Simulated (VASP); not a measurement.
# Rh: relaxation of cell and atoms with PBEsol+D3(BJ)

The system is Rh.

```xyz
1
Lattice="0.0000 1.8979 1.8979 1.8979 0.0000 1.8979 1.8979 1.8979 0.0000" Properties=species:S:1:pos:R:3 pbc="T T T"
Rh    0.0000    0.0000    0.0000
```

```json
{
 "Program": "VASP 6.6.1",
 "Task": "relaxation of cell and atoms",
 "Functional": "PBEsol",
 "Dispersion": "D3(BJ)",
 "Potentials or basis": "VASP PAW PBE potentials, release 64 (Rh_pv)",
 "Cutoff": "600 eV",
 "k mesh": "12 × 12 × 12",
 "Occupations": "fermi-dirac, width 0.05 eV",
 "Spin": "no spin polarisation",
 "Dipole correction": "no",
 "Further INCAR settings": "ALGO = Normal; EDIFF = 1e-07; IBRION = 2; EDIFFG = -0.005; NSW = 80; ISIF = 3"
}
```

```json
{
 "Relaxed volume": "13.16 Å³/atom",
 "Relaxed cell": "a = 2.650 Å, b = 2.650 Å, c = 2.650 Å, α = 60.00°, β = 60.00°, γ = 60.00°",
 "Space group after relaxing (to 0.05 Å)": "Fm-3m (No. 225)",
 "Energy gained by relaxing": "18.6 meV/atom",
 "Ionic steps": "7",
 "Pressure after relaxing": "0.0 GPa",
 "Dispersion energy per atom": "-0.636 eV"
}
```

The path:
```csv
step,energy change (eV),largest force (eV/Å),pressure (GPa),volume (Å³)
1,0.0000,0.0000,-11.17,13.67
2,0.1371,0.0000,42.97,11.87
3,-0.0186,0.0000,-0.48,13.18
4,-0.0186,0.0000,-0.07,13.16
5,-0.0186,0.0000,0.17,13.15
6,-0.0186,0.0000,-0.38,13.17
7,-0.0186,0.0000,0.02,13.16
```

Final structure:
```cif
data_structure
_symmetry_space_group_name_H-M 'P 1'
_symmetry_Int_Tables_number 1
_cell_length_a 2.6499
_cell_length_b 2.6499
_cell_length_c 2.6499
_cell_angle_alpha 60.000
_cell_angle_beta 60.000
_cell_angle_gamma 60.000
_cell_volume 13.16
loop_
_atom_site_label
_atom_site_type_symbol
_atom_site_fract_x
_atom_site_fract_y
_atom_site_fract_z
_atom_site_occupancy
Rh1 Rh 0.00000 0.00000 0.00000 1
```

Levels at points of the mesh, in eV from the Fermi level:
| k point | band 4 | band 5 | band 6 | band 7 | band 8 | band 9 | band 10 | band 11 |
| --- | --- | --- | --- | --- | --- | --- | --- | --- |
| (0.00, 0.00, 0.00) | -8.40 | -3.34 | -3.34 | -3.34 | -1.08 | -1.08 | 15.88 | 20.19 |
| (0.50, 0.00, 0.00) | -6.56 | -3.42 | -3.42 | 0.59 | 0.60 | 0.60 | 9.03 | 15.40 |
| (0.50, 0.50, 0.00) | -6.80 | -6.41 | 0.58 | 1.04 | 1.04 | 3.22 | 12.78 | 13.48 |

Wall time 46 s on 1 thread of Intel(R) Xeon(R) 6975P-C (Granite Rapids) (shared host), peak memory 0.16 GiB.

Caveat: the PAW data sets were made with another functional, which shifts forces and pressure a little; pairwise dispersion overbinds metals, which lowers pressure and volume.
